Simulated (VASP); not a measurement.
CuO:

```
Cu O
1.0
     2.45033    0.00000    0.00000
     0.00000    2.45033    0.00000
     0.00000    0.00000    4.44334
Cu O
1 1
Direct
  0.50000 0.50000 0.50000
  0.00000 0.00000 0.00000
```

| Property | Result |
| --- | --- |
| Program | VASP 6.6.1 |
| Task | relaxation of cell and atoms |
| Functional | PBE |
| Potentials or basis | VASP PAW PBE potentials, release 64 (Cu, O) |
| Cutoff | 600 eV |
| k mesh | 8 × 8 × 4 |
| Occupations | gaussian, width 0.1 eV |
| Spin | collinear spin, ferromagnetic start |
| Starting moments | [1.0, 0.0] μB |

At the start: pressure -16.1 GPa; volume 13.34 Å³/atom.

Where does the relaxation end?

Over 15 steps the energy falls by 1087.8 meV/atom and the volume is 9.13 Å³/atom (-31.6 %); space group Pm-3m (No. 221, to 0.05 Å); moment 0.00 μB per cell.

The path:
```
step  energy change (eV)  largest force (eV/Å)  pressure (GPa)  volume (Å³)
   1              0.0000                0.0000          -16.13        26.68
   2             -0.7273                0.0000           -8.00        21.74
   3              0.8837                0.0000          210.51        11.94
   4             -0.9526                0.0000            0.85        19.85
   5             -1.0935                0.0000           27.79        17.01
   6             -1.3371                0.0000           35.88        16.28
   7             -1.5225                0.0000           60.98        14.86
   8             -2.0078                0.0000           28.63        16.17
   9             -2.0798                0.0000           17.52        16.86
  10             -2.0818                0.0000           15.09        17.05
  11             -2.1457                0.0000            8.27        17.53
  12             -2.1750                0.0000            1.61        18.12
  13             -2.1754                0.0000            0.90        18.19
  14             -2.1754                0.0000            0.69        18.22
  15             -2.1757                0.0000            0.32        18.25
```

Final structure:
```
Cu O
1.0
     2.63153    0.00000    0.00000
     0.00000    2.63153    0.00000
     0.00000    0.00000    2.63593
Cu O
1 1
Direct
  0.50000 0.50000 0.50000
  0.00000 0.00000 0.00000
```

Caveat: the volume moved by over 15 % at a fixed basis, so the end points are rough.
